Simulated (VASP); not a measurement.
# CuO (P-1) in VASP: notebook, part 2 of 2

VASP 6.6.1. Earlier steps stand in the parts before.

## (3) Single point, PBEsol

File INCAR:

```
PREC = Accurate
ENCUT = 820
EDIFF = 1E-6
ISMEAR = 0
SIGMA = 0.1
LREAL = F
LASPH = T
NELM = 120
ALGO = Normal
ISIF = 2
LWAVE = F
LCHARG = T
GGA = PS
LELF = T
LVHAR = T
NBANDS = 33
GGA_COMPAT = F
```

File KPOINTS:

```
regular mesh
0
Gamma
  7 7 4
```

File POSCAR:

```
CuO
1.0
    2.8795009639      0.0000000000      0.0000000000
    0.0390727580      2.8792794796      0.0000000000
    0.0174953863      0.0172449008      5.1763391994
Cu O
2 2
Direct
    0.5000000000      0.0000000000      0.5000000000
    0.0000000000      0.5000000000      0.0000000000
    0.0015760300      0.9983282200      0.2501129000
    0.9984239700      0.0016717800      0.7498871000
```

Potentials or basis: VASP PAW PBE potentials, release 64 (Cu_sv_GW, O).

Run with:

```
$ cat potpaw_PBE.64/Cu_sv_GW/POTCAR potpaw_PBE.64/O/POTCAR > POTCAR
$ mpirun -np 1 vasp_std > vasp.out
```

Run time: 5.1 min. Hardware: 1 thread of Intel Xeon Platinum 8375C at 2.90GHz (Ice Lake), shared host; peak memory 0.38 GiB.

It converged, with:

```
Free energy            : -21.6789 eV
Pressure               : -2.5 GPa
Largest force          : 0.013 eV/Å
Band gap on the k mesh : zero (bands 25 and 26 overlap by 1.12 eV)
```

Forces on the atoms (eV/Å):
```
Cu   0.000  0.000  0.000
Cu   0.000  0.000  0.000
O   -0.006  0.008 -0.009
O    0.006 -0.008  0.009
```

Stress tensor (GPa, compression positive):
```
-1.21 -0.09 -0.02
-0.09 -1.24 -0.01
-0.02 -0.01 -5.00
```

Levels at points of the mesh, in eV from the Fermi level:
```csv
k point,band 22,band 23,band 24,band 25,band 26,band 27,band 28,band 29
"(0.00, 0.00, 0.00)",-2.42,-2.34,-2.04,0.65,0.69,1.40,6.01,7.25
"(0.00, 0.00, 0.50)",-2.38,-1.56,-1.56,0.08,0.08,3.48,3.48,11.42
```

Caveat: the PAW data sets were made with another functional, which shifts forces and pressure a little; semilocal functionals often make such compounds metallic where correlation or magnetic order opens a gap, which also shifts bond lengths. With open d or f shells a metallic result of PBEsol can be an artefact of self-interaction; +U or a hybrid may open a gap.

## (4) Single point, PBEsol

File INCAR:

```
SYSTEM = CuO
  PREC = Accurate
  ENCUT = 520
  EDIFF = 1E-6
  ISMEAR = 0
  SIGMA = 0.2
  LREAL = .FALSE.
  LASPH = .TRUE.
  NELM = 100
  ALGO = Fast
  ISIF = 2
  LWAVE = .FALSE.
  LCHARG = .TRUE.
  GGA = PS
  LELF = .TRUE.
  LVHAR = .TRUE.
  NBANDS = 25
```

File KPOINTS:

```
Automatic mesh
0
G
  14 14 8
  0 0 0
```

POSCAR is that of step 3.

Potentials or basis: VASP PAW PBE potentials, release 64 (Cu, O).

Run with:

```
$ cat potpaw_PBE.64/Cu/POTCAR potpaw_PBE.64/O/POTCAR > POTCAR
$ mpirun -np 1 vasp_std > vasp.out
```

OUTCAR:

```text
SYSTEM = CuO
   PREC = Accurate
   ENCUT = 520
   EDIFF = 1E-6
   ISMEAR = 0
   LREAL = .FALSE.
   LASPH = .TRUE.
   NELM = 100
   ISIF = 2
   GGA = PS

 ion  position               nearest neighbor table
   1  0.500  0.000  0.500-   3 1.94   4 1.94   3 1.94   4 1.94
   2  0.000  0.500  0.000-   3 1.94   4 1.94   4 1.94   3 1.94
   3  0.002  0.998  0.250-   1 1.94   1 1.94   2 1.94   2 1.94
   4  0.998  0.002  0.750-   1 1.94   1 1.94   2 1.94   2 1.94

  LATTYP: Found a base centered monoclinic cell.
 ALAT       =    11.1169163425
 B/A-ratio  =     0.3638182808
 C/A-ratio  =     0.4656324948
 COS(beta)  =    -0.9295148209

  Lattice vectors:

 A1 = (   2.8620055776,  -0.0172449008,  -5.1763391994)
 A2 = (   0.0215773717,   2.8620345788,  -5.1763391994)
 A3 = (   0.0174953863,   0.0172449008,   5.1763391994)

Analysis of symmetry for initial positions (statically):
=====================================================================
 Subroutine PRICEL returns:
 Original cell was already a primitive cell.

 Routine SETGRP: Setting up the symmetry group for a
 base centered monoclinic supercell.

 Subroutine GETGRP returns: Found  2 space group operations
 (whereof  2 operations were pure point group operations)
[... 173 lines left out ...]
 cond. band min:       5.1112880833   @ k =   0.3571  -0.0000   0.1250
 fundamental gap:      0.0004280678
 Fermi energy:         5.1112424227

 k-point     1 :       0.0000    0.0000    0.0000
  band No.  band energies     occupation
      1     -14.8434      2.00000
      2     -13.5083      2.00000
      3      -3.3396      2.00000
      4      -0.4757      2.00000
      5      -0.4476      2.00000
      6       1.2101      2.00000
[... 661 lines left out ...]
     24      19.0575      0.00000
     25      19.7504      0.00000

 [... further k-points ...]

------------------------ aborting loop because EDIFF is reached ----------------------------------------

  FORCE on cell =-STRESS in cart. coord.  units (eV):
  Direction    XX          YY          ZZ          XY          YZ          ZX
  --------------------------------------------------------------------------------------
  -------------------------------------------------------------------------------------
  Total       -0.0924067     -0.1170314     -0.9828508     -0.0203252      0.0004086     -0.0031379
  in kB       -3.4497698     -4.3690728    -36.6922547     -0.7587883      0.0152549     -0.1171443
  external PRESSURE =     -14.8370324 kB  Pullay stress =       0.0000000 kB

 VOLUME and BASIS-vectors are now :
 -----------------------------------------------------------------------------
  energy-cutoff  :      520.00
  volume of cell :       42.92
      direct lattice vectors                 reciprocal lattice vectors
     2.879500964  0.000000000  0.000000000     0.347282398 -0.004712735 -0.001158071
     0.039072758  2.879279480  0.000000000     0.000000000  0.347309112 -0.001157055
     0.017495386  0.017244901  5.176339199     0.000000000  0.000000000  0.193186722

 POSITION                                       TOTAL-FORCE (eV/Angst)
 -----------------------------------------------------------------------------------
      1.44850      0.00862      2.58817         0.000000      0.000000      0.000000
      0.01954      1.43964      0.00000         0.000000      0.000000      0.000000
      0.04792      2.87878      1.29467        -0.005139      0.006699     -0.007037
      2.88815      0.01775      3.88167         0.005139     -0.006699      0.007037
 -----------------------------------------------------------------------------------
    total drift:                                0.000000     -0.000000     -0.000000

  FREE ENERGIE OF THE ION-ELECTRON SYSTEM (eV)
  ---------------------------------------------------
  free  energy   TOTEN  =       -21.4944325572 eV

  energy  without entropy=      -21.4486771407  energy(sigma->0) =      -21.47155485
```

stdout:

```text
POSCAR found type information on POSCAR CuO
 POSCAR found :  2 types and       4 ions
 scaLAPACK will be used
 -----------------------------------------------------------------------------
|                                                                             |
|                                                                             |
|     You enforced a specific xc type in the INCAR file but a different       |
|     I HOPE YOU KNOW WHAT YOU ARE DOING!                                     |
|                                                                             |
 -----------------------------------------------------------------------------

 LDA part: xc-table for (Slater+PW92), standard interpolation
 POSCAR, INCAR and KPOINTS ok, starting setup
 FFT: planning ... GRIDC
 FFT: planning ... GRID_SOFT
 FFT: planning ... GRID
 WAVECAR not read
 entering main loop
WARNING in EDDRMM: call to ZHEGV failed, returncode =   8  4     24
WARNING in EDDRMM: call to ZHEGV failed, returncode =   8  4     24
WARNING in EDDRMM: call to ZHEGV failed, returncode =   6  3     24
WARNING in EDDRMM: call to ZHEGV failed, returncode =   8  4     22
WARNING in EDDRMM: call to ZHEGV failed, returncode =   8  4     23
```

It took 15 min on 1 thread of Oxide Virtual Turin-like, shared host; peak memory 0.69 GiB.

Results:

- Free energy: -21.4944 eV
- Pressure: -1.5 GPa
- Largest force: 0.011 eV/Å
- Band gap on the k mesh: zero (bands 17 and 18 overlap by 1.14 eV)

Forces on the atoms (eV/Å):
```
Cu   0.000  0.000  0.000
Cu   0.000  0.000  0.000
O   -0.005  0.007 -0.007
O    0.005 -0.007  0.007
```

Levels at points of the mesh, in eV from the Fermi level:
| k point | band 13 | band 14 | band 15 | band 16 | band 17 | band 18 | band 19 | band 20 | band 21 | band 22 |
| --- | --- | --- | --- | --- | --- | --- | --- | --- | --- | --- |
| (0.00, 0.00, 0.00) | -2.48 | -2.43 | -2.35 | -2.05 | 0.65 | 0.69 | 1.43 | 6.07 | 7.30 | 13.49 |
| (0.50, 0.00, 0.00) | -2.29 | -1.96 | -1.61 | -1.52 | 0.21 | 0.44 | 3.41 | 6.00 | 6.53 | 11.04 |
| (0.00, 0.50, 0.00) | -2.29 | -1.96 | -1.61 | -1.52 | 0.21 | 0.45 | 3.41 | 5.99 | 6.53 | 11.04 |
| (0.50, 0.50, 0.00) | -2.38 | -2.38 | -1.65 | -1.19 | -1.18 | 1.18 | 2.04 | 7.07 | 9.79 | 10.05 |
| (0.00, 0.00, 0.50) | -2.39 | -2.39 | -1.56 | -1.56 | 0.08 | 0.08 | 3.52 | 3.52 | 11.49 | 11.49 |
| (0.50, 0.00, 0.50) | -2.45 | -2.42 | -2.06 | -1.87 | -0.13 | 0.68 | 4.16 | 5.93 | 8.25 | 9.01 |
| (0.00, 0.50, 0.50) | -2.45 | -2.42 | -2.05 | -1.87 | -0.13 | 0.68 | 4.17 | 5.92 | 8.24 | 9.02 |
| (0.50, 0.50, 0.50) | -2.02 | -2.02 | -1.42 | -1.42 | -0.49 | -0.49 | 3.90 | 3.90 | 10.76 | 10.78 |

Caveat: the PAW data sets were made with another functional, which shifts forces and pressure a little; semilocal functionals often make such compounds metallic where correlation or magnetic order opens a gap, which also shifts bond lengths. With open d or f shells a metallic result of PBEsol can be an artefact of self-interaction; +U or a hybrid may open a gap.

## (5) Summary

```csv
potentials or basis,k mesh,cutoff (eV),smearing,gap on the mesh (eV),pressure (GPa),largest force (eV/Å)
"VASP PAW PBE potentials, release 64 (Cu_sv_GW, O)",7 × 7 × 4,820,gaussian 0.01 eV,none,-2.7,0.01
"VASP PAW PBE potentials, release 64 (Cu_sv_GW, O)",7 × 7 × 4,820,gaussian 0.1 eV,none,-2.5,0.01
"VASP PAW PBE potentials, release 64 (Cu, O)",14 × 14 × 8,520,gaussian 0.2 eV,none,-1.5,0.01
```

Alike in all rows: task single point; level PBEsol; no spin polarisation; cell as given.

Caveats: the PAW data sets were made with another functional, which shifts forces and pressure a little; semilocal functionals often make such compounds metallic where correlation or magnetic order opens a gap, which also shifts bond lengths.

Absolute energies hang on the potentials; compare differences alone.

The gap in the log of VASP goes by the Fermi energy; the results here count the filled bands.